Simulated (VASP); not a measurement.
A run of VASP 6.6.1 is set up as follows.

File INCAR:

```
SYSTEM = WC
PREC     = Accurate       ! precision mode
ENCUT    = 520            ! plane-wave cutoff, eV
EDIFF    = 1E-7           ! SCF threshold, eV
ISMEAR   = -1             ! smearing method
SIGMA    = 0.15           ! smearing width, eV
LREAL    = .FALSE.        ! projectors in reciprocal space
LASPH    = .TRUE.         ! aspherical terms in the spheres
NELM     = 60             ! most SCF steps
ALGO     = Normal         ! electronic algorithm
ISIF     = 2              ! what is computed and relaxed
LWAVE    = .FALSE.        ! write WAVECAR
LCHARG   = .TRUE.         ! write CHGCAR
GGA      = PE             ! functional
LELF     = .TRUE.         ! ELF
LVHAR    = .TRUE.       
NBANDS   = 16             ! bands
```

File KPOINTS:

```
regular mesh
0
G
  18 18 14
  0 0 0
```

Contents of POSCAR:

```
WC
1.0
    2.9229083686      0.0000000000      0.0000000000
   -1.4614541843      2.5313129001      0.0000000000
    0.0000000000      0.0000000000      2.8460220617
W C
1 1
Direct
    0.0000000000      0.0000000000      0.0000000000
    0.6666666667      0.3333333333      0.5000000000
```

Potentials or basis: VASP PAW PBE potentials, release 64 (W_sv, C).

Command:

```bash
$ cat potpaw_PBE.64/W_sv/POTCAR potpaw_PBE.64/C/POTCAR > POTCAR
$ mpirun -np 1 vasp_std > vasp.out
```

**Question.** Estimate the pressure.

**Answer.** 1.0 GPa.

**Question.** Estimate the band gap on the k mesh.

**Answer.** Zero (band 9 reaches 11.51 eV, above the bottom of band 10 at 10.31 eV).

Stress tensor (GPa, compression positive):
```
0.92 0.00 0.00
0.00 0.92 0.00
0.00 0.00 1.19
```

Caveat: spin-orbit coupling is left out, which moves the levels of the heavy elements.
